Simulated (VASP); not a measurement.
# Hg (R-3m) in VASP: a series of runs

Hg is run at these levels: LDA; tasks: electric field gradients.

Program: VASP 6.6.1. These are calculated values, not measurements. Logs are shortened: lines on timing, memory, paths and dates and some standing lists are left out, and cuts for length are marked.

## (1) The cell of the first run

It takes space group R-3m (No. 166, trigonal). Conventional cell: a = 3.413 Å, b = 3.413 Å, c = 6.611 Å, α = 90.00°, β = 90.00°, γ = 120.00°. Hg (site symmetry -3m) has 12 Hg at 2.96 to 3.41 Å within 3.9 Å.

## (2) Electric field gradients, LDA (22.24 Å³/atom)

The input, INCAR:

```
SYSTEM = Hg
PREC = Accurate ; ENCUT = 520
EDIFF = 1E-8 ; ISMEAR = -1
SIGMA = 0.03 ; LREAL = .False.
LASPH = .True. ; NELM = 60
ALGO = Normal ; ISIF = 2
LWAVE = .False. ; LCHARG = .False.
GGA = CA ; LEFG = .True.
NBANDS = 12
```

The input, KPOINTS:

```
Automatic mesh
0
Gamma
  12 12 12
  0 0 0
```

The input, POSCAR:

```
Hg
1.0
    1.7066192046      0.9853170572      2.2038071096
   -1.7066192046      0.9853170572      2.2038071096
    0.0000000000     -1.9706341143      2.2038071096
Hg
1
Direct
    0.0000000000      0.0000000000      0.0000000000
```

Potentials or basis: VASP PAW LDA potentials, release 64 (Hg).

Launch:

```bash
$ cat potpaw_LDA.64/Hg/POTCAR > POTCAR
$ mpirun -np 1 vasp_std > vasp.out
```

OUTCAR:

```text
SYSTEM = Hg
   PREC = Accurate
   ENCUT = 520
   EDIFF = 1E-8
   ISMEAR = -1
   LREAL = .False.
   LASPH = .True.
   NELM = 60
   ISIF = 2
   GGA = CA

 ion  position               nearest neighbor table
   1  0.000  0.000  0.000-

  LATTYP: Found a trigonal (rhomboedric) cell.
 ALAT       =     2.9563769362
 COS(alpha) =     0.3335253404

  Lattice vectors:

 A1 = (   1.7066192046,   0.9853170572,   2.2038071096)
 A2 = (  -1.7066192046,   0.9853170572,   2.2038071096)
 A3 = (   0.0000000000,  -1.9706341143,   2.2038071096)

Analysis of symmetry for initial positions (statically):
=====================================================================
 Subroutine PRICEL returns:
 Original cell was already a primitive cell.

 Routine SETGRP: Setting up the symmetry group for a
 trigonal (rhombohedral) supercell.

 Subroutine GETGRP returns: Found 12 space group operations
 (whereof 12 operations were pure point group operations)
 out of a pool of 12 trial point group operations.

The static configuration has the point symmetry D_3d.

Analysis of symmetry for dynamics (positions and initial velocities):
=====================================================================
 Subroutine PRICEL returns:
 Original cell was already a primitive cell.

 Routine SETGRP: Setting up the symmetry group for a
 trigonal (rhombohedral) supercell.

 Subroutine GETGRP returns: Found 12 space group operations
 (whereof 12 operations were pure point group operations)
 out of a pool of 12 trial point group operations.

The dynamic configuration has the point symmetry D_3d.

 Subroutine INISYM returns: Found 12 space group operations
 (whereof 12 operations are pure point group operations),
 and found     1 'primitive' translations

----------------------------------------------------------------------------------------

                                     Primitive cell

  volume of cell :      22.2350

  direct lattice vectors                    reciprocal lattice vectors
     1.706619205  0.985317057  2.203807110     0.292976898  0.169150291  0.151253407
    -1.706619205  0.985317057  2.203807110    -0.292976898  0.169150291  0.151253407
     0.000000000 -1.970634114  2.203807110     0.000000000 -0.338300581  0.151253407

  length of vectors
     2.956376936  2.956376936  2.956376936     0.370573713  0.370573713  0.370573713

  position of ions in fractional coordinates (direct lattice)
     0.000000000  0.000000000  0.000000000

  ion indices of the primitive-cell ions
   primitive index   ion index
                 1           1

----------------------------------------------------------------------------------------

 KPOINTS: Automatic mesh

Automatic generation of k-mesh.
 Grid dimensions read from file:
 generate k-points for:   12   12   12

 Generating k-lattice:

  Cartesian coordinates                     Fractional coordinates (reciprocal lattice)
     0.024414741  0.014095858  0.012604451     0.083333333  0.000000000  0.000000000
    -0.024414741  0.014095858  0.012604451     0.000000000  0.083333333  0.000000000
     0.000000000 -0.028191715  0.012604451     0.000000000  0.000000000  0.083333333

  Length of vectors
     0.030881143  0.030881143  0.030881143

  Shift w.r.t. Gamma in fractional coordinates (k-lattice)
     0.000000000  0.000000000  0.000000000

 Subroutine IBZKPT returns following result:
 ===========================================

 Found    189 irreducible k-points:

 Following reciprocal coordinates:
            Coordinates               Weight
  0.000000  0.000000  0.000000      1.000000
  0.083333  0.000000  0.000000      6.000000
  0.166667  0.000000  0.000000      6.000000
  0.250000  0.000000  0.000000      6.000000
  0.333333  0.000000  0.000000      6.000000
  0.416667  0.000000  0.000000      6.000000
[... 16 lines left out ...]
  0.500000  0.166667  0.000000     12.000000
 -0.416667  0.166667 -0.000000     12.000000
 [... further k-points ...]
   k-points           NKPTS =    189   k-points in BZ     NKDIM =    189   number of bands    NBANDS=     12
   number of dos      NEDOS =    301   number of ions     NIONS =      1
   total plane-waves  NPLWV =  13824
   dimension x,y,z NGX =    24 NGY =   24 NGZ =   24
   dimension x,y,z NGXF=    48 NGYF=   48 NGZF=   48
   ions per type =               1
   NGX,Y,Z   is equivalent  to a cutoff of  13.50, 13.50, 13.50 a.u.
   NGXF,Y,Z  is equivalent  to a cutoff of  26.99, 26.99, 26.99 a.u.
 SYSTEM =  Hg
   PREC   = accura    normal or accurate (medium, high low for compatibility)
   ISTART =      0    job   : 0-new  1-cont  2-samecut
   ICHARG =      2    charge: 1-file 2-atom 10-const
   ISPIN  =      1    spin polarized calculation?
   LNONCOLLINEAR =      F non collinear calculations
   LSORBIT =      F    spin-orbit coupling
   LASPH  =      T    aspherical Exc in radial PAW
   ENCUT  =  520.0 eV  38.22 Ry    6.18 a.u.   5.50  5.50  5.50*2*pi/ulx,y,z
   NELM   =     60;   NELMIN=  2; NELMDL= -5     # of ELM steps
   EDIFF  = 0.1E-07   stopping-criterion for ELM
   LREAL  =      F    real-space projection
   EDIFFG = 0.1E-06   stopping-criterion for IOM
   NSW    =      0    number of steps for IOM
   IBRION =     -1    ionic relax: 0-MD 1-quasi-New 2-CG
   NFREE  =      0    steps in history (QN), initial steepest desc. (CG)
   ISIF   =      2    stress and relaxation
   ISYM   =      2    0-nonsym 1-usesym 2-fastsym
   POTIM  = 0.5000    time-step for ionic-motion
   TEBEG  =    0.0;   TEEND  =   0.0 temperature during run
   PSTRESS=    0.0 pullay stress
   NELECT =      12.0000    total number of electrons
   NUPDOWN=      -1.0000    fix difference up-down
   EMIN   =  10.00;   EMAX   =-10.00  energy-range for DOS
   EFERMI =   0.00;   METHOD = LEGACY
   ISMEAR =    -1;   SIGMA  =   0.03  broadening in eV -4-tet -1-fermi 0-gaus
   EFERMI_NEDOS =   21; number of points for ismear=-14 and -15
   IALGO  =     38    algorithm
   IMIX   =      4    mixing-type and parameters
     AMIX     =   0.40;   BMIX     =  1.00
     AMIX_MAG =   1.60;   BMIX_MAG =  1.00
  volume/ion in A,a.u.               =      22.24       150.05
  Fermi-wavevector in a.u.,A,eV,Ry     =   1.332875  2.518769 24.171509  1.776556
  Thomas-Fermi vector in A             =   2.461776
   LORBIT       =      0    0 simple, 1 ext, 2 COOP (PROOUT), +10 PAW based schemes
   GGA     = CA    functional components
   LHFCALC =     F    Hartree Fock is set to
   AEXX    =    0.0000 exact exchange contribution
   IVDW    =     0    specifies the selected vdW correction
   LEPSILON=     F    determine dielectric tensor
   LRPA    =     F    only Hartree local field effects (RPA)
 non-spin polarized calculation
  energy-cutoff  :      520.00
  volume of cell :       22.24
 maximum number of plane-waves:       617
 NGX is ok and might be reduce to    24
   NGX = 11   NGY = 11   NGZ = 11

 number of electron      11.9999999 magnetization

 Free energy of the ion-electron system (eV)
  ---------------------------------------------------
  ext. energy  EPLUGINS =         0.00000000
  ---------------------------------------------------
  free energy    TOTEN  =        -0.95968480 eV

  energy without entropy =       -0.95850219  energy(sigma->0) =       -0.95909349

 E-fermi :   3.0076     XC(G=0): -11.4847

 val. band max:        2.8979517322   @ k =  -0.4167   0.4167   0.0833
 cond. band min:       3.0199406112   @ k =  -0.3333   0.5000   0.1667
 fundamental gap:      0.1219888790
 Fermi energy:         3.0075586882

 k-point     1 :       0.0000    0.0000    0.0000
  band No.  band energies     occupation
      1      -6.6562      2.00000
      2      -4.8923      2.00000
      3      -4.8923      2.00000
      4      -3.4579      2.00000
      5      -3.2604      2.00000
      6      -3.2604      2.00000
      7      15.3993      0.00000
      8      15.9891      0.00000
      9      15.9891      0.00000
     10      20.7423      0.00000
     11      22.0094      0.00000
     12      22.0094      0.00000
[... 331 lines left out ...]
 k-point    24 :      -0.4167    0.1667   -0.0000
  band No.  band energies     occupation
      1      -5.2567      2.00000
      2      -4.7053      2.00000
      3      -3.6886      2.00000
      4      -3.4606      2.00000
      5      -3.0532      2.00000
      6       0.2511      2.00000
      7       2.8440      1.99146
      8      11.6251      0.00000
      9      16.0534      0.00000
     10      19.2693      0.00000
     11      22.3564      0.00000
     12      23.4502      0.00000

 [... further k-points ...]

------------------------ aborting loop because EDIFF is reached ----------------------------------------

  FORCE on cell =-STRESS in cart. coord.  units (eV):
  Direction    XX          YY          ZZ          XY          YZ          ZX
  --------------------------------------------------------------------------------------
  -------------------------------------------------------------------------------------
  Total        0.1452756      0.1452756      0.1848611      0.0000000      0.0000000      0.0000000
  in kB       10.4680512     10.4680512     13.3204396      0.0000000      0.0000000      0.0000000
  external PRESSURE =      11.4188474 kB  Pullay stress =       0.0000000 kB

 VOLUME and BASIS-vectors are now :
 -----------------------------------------------------------------------------
  energy-cutoff  :      520.00
  volume of cell :       22.24
      direct lattice vectors                 reciprocal lattice vectors
     1.706619205  0.985317057  2.203807110     0.292976898  0.169150291  0.151253407
    -1.706619205  0.985317057  2.203807110    -0.292976898  0.169150291  0.151253407
     0.000000000 -1.970634114  2.203807110     0.000000000 -0.338300581  0.151253407

 POSITION                                       TOTAL-FORCE (eV/Angst)
 -----------------------------------------------------------------------------------
      0.00000      0.00000      0.00000        -0.000000     -0.000000      0.000000
 -----------------------------------------------------------------------------------
    total drift:                               -0.000000      0.000000      0.000000

  FREE ENERGIE OF THE ION-ELECTRON SYSTEM (eV)
  ---------------------------------------------------
  free  energy   TOTEN  =        -0.9596847958 eV

  energy  without entropy=       -0.9585021856  energy(sigma->0) =       -0.95909349

 Electric field gradients (V/A^2)
---------------------------------------------------------------------
 ion       V_xx      V_yy      V_zz      V_xy      V_xz      V_yz
---------------------------------------------------------------------
   1      81.888    81.888  -163.775     0.000    -0.000    -0.000
---------------------------------------------------------------------

 Electric field gradients after diagonalization (V/A^2)
 (convention: |V_zz| > |V_xx| > |V_yy|)
----------------------------------------------------------------------
 ion       V_xx      V_yy      V_zz     asymmetry (V_yy - V_xx)/ V_zz
----------------------------------------------------------------------
   1      81.888    81.888  -163.775       0.000
----------------------------------------------------------------------

           NMR quadrupolar parameters

 Cq : quadrupolar parameter    Cq=e*Q*V_zz/h
 eta: asymmetry parameters     (V_yy - V_xx)/ V_zz
 Q  : nuclear electric quadrupole moment in mb (millibarn)
----------------------------------------------------------------------
 ion       Cq(MHz)       eta       Q (mb)
----------------------------------------------------------------------
   1      -0.396       0.000       1.000
----------------------------------------------------------------------
```

Run time: 16 s. Hardware: 1 thread of AMD EPYC 9R45 (Zen 5), shared host; peak memory 0.13 GiB.

Results:

```
Free energy                             : -0.9597 eV
Pressure                                : 1.1 GPa
Band gap on the k mesh                  : zero (bands 6 and 7 overlap by 3.48 eV)
Largest electric field gradient by atom : Hg -163.8 V/Å²
```

Electric field gradients, principal values (V/Å²):
| atom | least | middle | greatest (by size) |
| --- | --- | --- | --- |
| 1 Hg | 81.888 | 81.888 | -163.775 |

Caveat: without QUAD_EFG the Cq values of the log hold for a quadrupole moment of 1 mb, not for the nuclei; spin-orbit coupling is left out, which moves the levels of the heavy elements.

## (3) Electric field gradients, LDA (22.24 Å³/atom)

The input, INCAR:

```
SYSTEM = Hg
PREC = Accurate ; ENCUT = 520
EDIFF = 1E-8 ; ISMEAR = -1
SIGMA = 0.03 ; LREAL = .FALSE.
LASPH = .TRUE. ; NELM = 80
ALGO = Normal ; ISIF = 2
LWAVE = .FALSE. ; LCHARG = .FALSE.
LEFG = .TRUE. ; NBANDS = 12
```

The input, KPOINTS:

```
Automatic mesh
0
G
  12 12 12
  0 0 0
```

POSCAR is that of step 2.

Potentials or basis: VASP PAW LDA potentials, release 64 (Hg).

Launch:

```bash
$ cat potpaw_LDA.64/Hg/POTCAR > POTCAR
$ mpirun -np 1 vasp_std > vasp.out
```

OUTCAR:

```text
SYSTEM = Hg
   PREC = Accurate
   ENCUT = 520
   EDIFF = 1E-8
   ISMEAR = -1
   LREAL = .FALSE.
   LASPH = .TRUE.
   NELM = 80
   ISIF = 2

 ion  position               nearest neighbor table
   1  0.000  0.000  0.000-

  LATTYP: Found a trigonal (rhomboedric) cell.
 ALAT       =     2.9563769362
 COS(alpha) =     0.3335253404

  Lattice vectors:

 A1 = (   1.7066192046,   0.9853170572,   2.2038071096)
 A2 = (  -1.7066192046,   0.9853170572,   2.2038071096)
 A3 = (   0.0000000000,  -1.9706341143,   2.2038071096)

Analysis of symmetry for initial positions (statically):
=====================================================================
 Subroutine PRICEL returns:
 Original cell was already a primitive cell.

 Routine SETGRP: Setting up the symmetry group for a
 trigonal (rhombohedral) supercell.

 Subroutine GETGRP returns: Found 12 space group operations
 (whereof 12 operations were pure point group operations)
 out of a pool of 12 trial point group operations.

[... 541 lines left out ...]
  energy-cutoff  :      520.00
  volume of cell :       22.24
      direct lattice vectors                 reciprocal lattice vectors
     1.706619205  0.985317057  2.203807110     0.292976898  0.169150291  0.151253407
    -1.706619205  0.985317057  2.203807110    -0.292976898  0.169150291  0.151253407
     0.000000000 -1.970634114  2.203807110     0.000000000 -0.338300581  0.151253407

 POSITION                                       TOTAL-FORCE (eV/Angst)
 -----------------------------------------------------------------------------------
      0.00000      0.00000      0.00000        -0.000000     -0.000000      0.000000
 -----------------------------------------------------------------------------------
    total drift:                               -0.000000      0.000000      0.000000

  FREE ENERGIE OF THE ION-ELECTRON SYSTEM (eV)
  ---------------------------------------------------
  free  energy   TOTEN  =        -0.9596847958 eV

  energy  without entropy=       -0.9585021856  energy(sigma->0) =       -0.95909349

 Electric field gradients (V/A^2)
---------------------------------------------------------------------
 ion       V_xx      V_yy      V_zz      V_xy      V_xz      V_yz
---------------------------------------------------------------------
   1      81.888    81.888  -163.775     0.000    -0.000    -0.000
---------------------------------------------------------------------

 Electric field gradients after diagonalization (V/A^2)
 (convention: |V_zz| > |V_xx| > |V_yy|)
----------------------------------------------------------------------
 ion       V_xx      V_yy      V_zz     asymmetry (V_yy - V_xx)/ V_zz
----------------------------------------------------------------------
   1      81.888    81.888  -163.775       0.000
----------------------------------------------------------------------

           NMR quadrupolar parameters

 Cq : quadrupolar parameter    Cq=e*Q*V_zz/h
 eta: asymmetry parameters     (V_yy - V_xx)/ V_zz
 Q  : nuclear electric quadrupole moment in mb (millibarn)
----------------------------------------------------------------------
 ion       Cq(MHz)       eta       Q (mb)
----------------------------------------------------------------------
   1      -0.396       0.000       1.000
----------------------------------------------------------------------
```

OSZICAR:

```text
N       E                     dE             d eps       ncg     rms          rms(c)
DAV:   1     0.727059478339E+02    0.72706E+02   -0.66391E+03  4856   0.969E+02
DAV:   2     0.161765862187E+00   -0.72544E+02   -0.68262E+02  4908   0.230E+02
DAV:   3    -0.102861384801E+01   -0.11904E+01   -0.11896E+01  5412   0.326E+01
DAV:   4    -0.102974964933E+01   -0.11358E-02   -0.11358E-02  4996   0.105E+00
DAV:   5    -0.102975115798E+01   -0.15087E-05   -0.15086E-05  5444   0.370E-02    0.496E+00
DAV:   6    -0.968077538896E+00    0.61674E-01   -0.13720E-01  5308   0.424E+00    0.354E+00
DAV:   7    -0.960576300776E+00    0.75012E-02   -0.17934E-02  5416   0.127E+00    0.145E+00
DAV:   8    -0.959679969317E+00    0.89633E-03   -0.16307E-03  4788   0.572E-01    0.614E-02
DAV:   9    -0.959683804463E+00   -0.38351E-05   -0.29106E-06  5448   0.204E-02    0.144E-02
DAV:  10    -0.959684794383E+00   -0.98992E-06   -0.11710E-06  4924   0.131E-02    0.989E-04
DAV:  11    -0.959684795788E+00   -0.14045E-08   -0.12752E-08  4932   0.995E-04
   1 F= -.95968480E+00 E0= -.95909349E+00  d E =-.118261E-02
```

Run time: 16 s. Hardware: 1 thread of AMD EPYC 9R45 (Zen 5), shared host; peak memory 0.14 GiB.

What came out:

| Property | Result |
| --- | --- |
| Free energy | -0.9597 eV |
| Pressure | 1.1 GPa |
| Band gap on the k mesh | zero (bands 6 and 7 overlap by 3.48 eV) |
| Largest electric field gradient by atom | Hg -163.8 V/Å² |

Stress tensor (GPa, compression positive):
```
1.05 0.00 0.00
0.00 1.05 0.00
0.00 0.00 1.33
```

Electric field gradients, principal values (V/Å²):
```tsv
atom	least	middle	greatest (by size)
1 Hg	81.888	81.888	-163.775
```

Caveat: without QUAD_EFG the Cq values of the log hold for a quadrupole moment of 1 mb, not for the nuclei; spin-orbit coupling is left out, which moves the levels of the heavy elements.

(Continued in part 2 of 2.)

The gap in the log of VASP goes by the Fermi energy; the results here count the filled bands.